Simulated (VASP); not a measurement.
# Au (Fd-3m) in VASP: further runs, part 2 of 2

VASP 6.6.1.

### 3 Relaxation of cell and atoms, r2SCAN

This run uses another cell than the first one, of 28.15 Å³/atom.

Contents of POSCAR:

```
Au
1.0
    0.0000000000      3.0419922175      3.0419922175
    3.0419922175      0.0000000000      3.0419922175
    3.0419922175      3.0419922175      0.0000000000
Au
2
Direct
    0.0000000000      0.0000000000      0.0000000000
    0.2500000000      0.2500000000      0.2500000000
```

Contents of INCAR.step1:

```
  PREC = Accurate
  ENCUT = 600
  ISMEAR = 0
  SIGMA = 0.1
  LREAL = False
  LASPH = True
  NELM = 100
  GGA = PE
  ALGO = Normal
  EDIFF = 1E-4
  LWAVE = True
  LCHARG = False
```

Contents of INCAR.step2:

```
  PREC = Accurate
  ENCUT = 600
  EDIFF = 1E-7
  ISMEAR = 0
  SIGMA = 0.1
  LREAL = False
  LASPH = True
  NELM = 100
  ALGO = Normal
  ISIF = 3
  LWAVE = False
  LCHARG = False
  METAGGA = R2SCAN
  LMIXTAU = True
  IBRION = 2
  NSW = 100
  EDIFFG = -0.01
  ISTART = 1
```

Contents of KPOINTS:

```
Automatic mesh
0
Gamma
  16 16 16
```

Potentials or basis: VASP PAW PBE potentials, release 64 (Au).

On the command line:

```bash
$ cat potpaw_PBE.64/Au/POTCAR > POTCAR
$ cp INCAR.step1 INCAR
$ mpirun -np 1 vasp_std > vasp.out
$ cp INCAR.step2 INCAR
$ mpirun -np 1 vasp_std > vasp.out
```

OUTCAR:

```text
PREC = Accurate
   ENCUT = 600
   EDIFF = 1E-7
   ISMEAR = 0
   LREAL = False
   LASPH = True
   NELM = 100
   ISIF = 3
   METAGGA = R2SCAN
   IBRION = 2
   NSW = 100
   EDIFFG = -0.01
   ISTART = 1

 ion  position               nearest neighbor table
   1  0.000  0.000  0.000-   2 2.63   2 2.63   2 2.63   2 2.63
   2  0.250  0.250  0.250-   1 2.63   1 2.63   1 2.63   1 2.63

  LATTYP: Found a face centered cubic cell.
 ALAT       =     6.0839844350

  Lattice vectors:

 A1 = (   0.0000000000,   3.0419922175,   3.0419922175)
 A2 = (   3.0419922175,   0.0000000000,   3.0419922175)
 A3 = (   3.0419922175,   3.0419922175,   0.0000000000)

Analysis of symmetry for initial positions (statically):
=====================================================================
 Subroutine PRICEL returns:
 Original cell was already a primitive cell.

 Routine SETGRP: Setting up the symmetry group for a
 face centered cubic supercell.

 Subroutine GETGRP returns: Found 48 space group operations
 (whereof 24 operations were pure point group operations)
 out of a pool of 48 trial point group operations.

The static configuration has the point symmetry T_d .
 The point group associated with its full space group is O_h .

Analysis of symmetry for dynamics (positions and initial velocities):
=====================================================================
 Subroutine PRICEL returns:
 Original cell was already a primitive cell.

 Routine SETGRP: Setting up the symmetry group for a
 face centered cubic supercell.

 Subroutine GETGRP returns: Found 48 space group operations
 (whereof 24 operations were pure point group operations)
 out of a pool of 48 trial point group operations.

The dynamic configuration has the point symmetry T_d .
 The point group associated with its full space group is O_h .

 Subroutine INISYM returns: Found 48 space group operations
 (whereof 24 operations are pure point group operations),
 and found     1 'primitive' translations

----------------------------------------------------------------------------------------

                                     Primitive cell

  volume of cell :      56.2995

  direct lattice vectors                    reciprocal lattice vectors
     0.000000000  3.041992217  3.041992217    -0.164365969  0.164365969  0.164365969
     3.041992217  0.000000000  3.041992217     0.164365969 -0.164365969  0.164365969
     3.041992217  3.041992217  0.000000000     0.164365969  0.164365969 -0.164365969

  length of vectors
     4.302026651  4.302026651  4.302026651     0.284690210  0.284690210  0.284690210

  position of ions in fractional coordinates (direct lattice)
     0.000000000  0.000000000  0.000000000
     0.250000000  0.250000000  0.250000000

  ion indices of the primitive-cell ions
   primitive index   ion index
                 1           1
                 2           2

----------------------------------------------------------------------------------------

 KPOINTS: Automatic mesh

Automatic generation of k-mesh.
 Grid dimensions read from file:
 generate k-points for:   16   16   16

 Generating k-lattice:

  Cartesian coordinates                     Fractional coordinates (reciprocal lattice)
[... 54 lines left out ...]
   ISPIN  =      1    spin polarized calculation?
   LNONCOLLINEAR =      F non collinear calculations
   LSORBIT =      F    spin-orbit coupling
   LASPH  =      T    aspherical Exc in radial PAW
   ENCUT  =  600.0 eV  44.10 Ry    6.64 a.u.   8.59  8.59  8.59*2*pi/ulx,y,z
   NELM   =    100;   NELMIN=  2; NELMDL=  0     # of ELM steps
   EDIFF  = 0.1E-06   stopping-criterion for ELM
   LREAL  =      F    real-space projection
   EDIFFG = -.1E-01   stopping-criterion for IOM
   NSW    =    100    number of steps for IOM
   IBRION =      2    ionic relax: 0-MD 1-quasi-New 2-CG
   NFREE  =      1    steps in history (QN), initial steepest desc. (CG)
   ISIF   =      3    stress and relaxation
   ISYM   =      2    0-nonsym 1-usesym 2-fastsym
   POTIM  = 0.5000    time-step for ionic-motion
   TEBEG  =    0.0;   TEEND  =   0.0 temperature during run
   PSTRESS=    0.0 pullay stress
   NELECT =      22.0000    total number of electrons
   NUPDOWN=      -1.0000    fix difference up-down
   EMIN   =  10.00;   EMAX   =-10.00  energy-range for DOS
   EFERMI =   0.00;   METHOD = LEGACY
   ISMEAR =     0;   SIGMA  =   0.10  broadening in eV -4-tet -1-fermi 0-gaus
   EFERMI_NEDOS =   21; number of points for ismear=-14 and -15
   IALGO  =     38    algorithm
   IMIX   =      4    mixing-type and parameters
     AMIX     =   0.40;   BMIX     =  1.00
     AMIX_MAG =   1.60;   BMIX_MAG =  1.00
  volume/ion in A,a.u.               =      28.15       189.96
  Fermi-wavevector in a.u.,A,eV,Ry     =   1.196872  2.261760 19.490374  1.432502
  Thomas-Fermi vector in A             =   2.332801
   LORBIT       =      0    0 simple, 1 ext, 2 COOP (PROOUT), +10 PAW based schemes
   METAGGA = R2SCAN    functional components
   LHFCALC =     F    Hartree Fock is set to
   AEXX    =    0.0000 exact exchange contribution
   IVDW    =     0    specifies the selected vdW correction
   LEPSILON=     F    determine dielectric tensor
   LRPA    =     F    only Hartree local field effects (RPA)
 conjugate gradient relaxation of ions
 non-spin polarized calculation
 Gauss-broadening in eV      SIGMA  =   0.10
  energy-cutoff  :      600.00
  volume of cell :       56.30
 maximum number of plane-waves:      1898
   NGX = 17   NGY = 17   NGZ = 17

--------------------------------------- Ionic step        1  -------------------------------------------

 number of electron      21.9999997 magnetization

 Free energy of the ion-electron system (eV)
  ---------------------------------------------------
  ext. energy  EPLUGINS =         0.00000000
  ---------------------------------------------------
  free energy    TOTEN  =       -99.60368007 eV

  energy without entropy =      -99.59997485  energy(sigma->0) =      -99.60182746

------------------------ aborting loop because EDIFF is reached ----------------------------------------

  FORCE on cell =-STRESS in cart. coord.  units (eV):
  Direction    XX          YY          ZZ          XY          YZ          ZX
  --------------------------------------------------------------------------------------
  -------------------------------------------------------------------------------------
  Total       -0.0401987     -0.0401987     -0.0401987      0.0000000      0.0000000     -0.0000000
  in kB       -1.1439792     -1.1439792     -1.1439792      0.0000000      0.0000000     -0.0000000
  external PRESSURE =      -1.1439792 kB  Pullay stress =       0.0000000 kB
[... 59 lines left out ...]
--------------------------------------- Ionic step        3  -------------------------------------------

 number of electron      21.9999997 magnetization

 Free energy of the ion-electron system (eV)
  ---------------------------------------------------
  ext. energy  EPLUGINS =         0.00000000
  ---------------------------------------------------
  free energy    TOTEN  =       -99.60372066 eV

  energy without entropy =      -99.60001834  energy(sigma->0) =      -99.60186950

 E-fermi :   2.9674     XC(G=0): -10.1546

 val. band max:        2.9669946159   @ k =  -0.3750   0.3750   0.0000
 cond. band min:       2.9786102833   @ k =  -0.3125   0.4375   0.1875
 fundamental gap:      0.0116156674
 Fermi energy:         2.9674251410

 k-point     1 :       0.0000    0.0000    0.0000
  band No.  band energies     occupation
      1      -3.3080      2.00000
      2      -1.4613      2.00000
      3      -1.4613      2.00000
      4      -1.4418      2.00000
      5      -1.4418      2.00000
      6      -1.4418      2.00000
      7       0.5121      2.00000
      8       0.5121      2.00000
      9       0.5121      2.00000
     10       1.5492      2.00000
     11       1.5492      2.00000
     12      12.0752      0.00000
     13      13.1134      0.00000
     14      13.1135      0.00000
[... 401 lines left out ...]
      2      -1.6335      2.00000
      3      -1.5401      2.00000
      4      -1.4502      2.00000
      5      -1.3255      2.00000
      6      -1.2343      2.00000
      7       0.4536      2.00000
      8       0.4571      2.00000
      9       0.5706      2.00000
     10       1.5191      2.00000
     11       1.5866      2.00000
     12      10.6664      0.00000
     13      11.4611      0.00000
     14      12.9071      0.00000
     15      13.0424      0.00000

 [... further k-points ...]

------------------------ aborting loop because EDIFF is reached ----------------------------------------

  FORCE on cell =-STRESS in cart. coord.  units (eV):
  Direction    XX          YY          ZZ          XY          YZ          ZX
  --------------------------------------------------------------------------------------
  -------------------------------------------------------------------------------------
  Total        0.0014644      0.0014644      0.0014644      0.0000000      0.0000000      0.0000000
  in kB        0.0417554      0.0417554      0.0417554      0.0000000      0.0000000      0.0000000
  external PRESSURE =       0.0417554 kB  Pullay stress =       0.0000000 kB
[... 17 lines left out ...]
  FREE ENERGIE OF THE ION-ELECTRON SYSTEM (eV)
  ---------------------------------------------------
  free  energy   TOTEN  =       -99.6037206558 eV

  energy  without entropy=      -99.6000183360  energy(sigma->0) =      -99.60186950

 reached required accuracy - stopping structural energy minimisation
```

Wall time 38 min (1 thread of Oxide Virtual Turin-like, shared host); peak memory 0.28 GiB.

What came out:

```
Free energy                           : -99.6037 eV
Relaxed volume                        : 28.10 Å³/atom
Relaxed cell                          : a = 4.299 Å, b = 4.299 Å, c = 4.299 Å, α = 60.00°, β = 60.00°, γ = 60.00°
Space group after relaxing (to 0.1 Å) : Fd-3m (No. 227)
Energy gained by relaxing             : 0.0 meV/atom
Ionic steps                           : 3
Pressure after relaxing               : 0.0 GPa
Band gap on the k mesh                : zero (bands 11 and 12 overlap by 0.71 eV)
```

Final structure:
```cif
data_structure
_symmetry_space_group_name_H-M 'P 1'
_symmetry_Int_Tables_number 1
_cell_length_a 4.2993
_cell_length_b 4.2993
_cell_length_c 4.2993
_cell_angle_alpha 60.000
_cell_angle_beta 60.000
_cell_angle_gamma 60.000
_cell_volume 56.19
loop_
_atom_site_label
_atom_site_type_symbol
_atom_site_fract_x
_atom_site_fract_y
_atom_site_fract_z
_atom_site_occupancy
Au1 Au 0.00000 0.00000 0.00000 1
Au2 Au 0.25000 0.25000 0.25000 1
```

Levels at points of the mesh, in eV from the Fermi level:
```tsv
k point	band 7	band 8	band 9	band 10	band 11	band 12	band 13	band 14	band 15
(0.00, 0.00, 0.00)	-2.46	-2.46	-2.46	-1.42	-1.42	9.11	10.15	10.15	10.15
(0.50, 0.00, 0.00)	-2.23	-2.23	-1.54	-1.54	-0.84	-0.40	7.16	7.16	9.27
(0.50, 0.50, 0.00)	-2.99	-2.99	-1.35	-1.35	0.28	0.28	3.96	3.96	8.31
```

Caveat: the PAW data sets were made with another functional, which shifts forces and pressure a little; spin-orbit coupling is left out, which moves the levels of the heavy elements.

The gap in the log of VASP goes by the Fermi energy; the results here count the filled bands.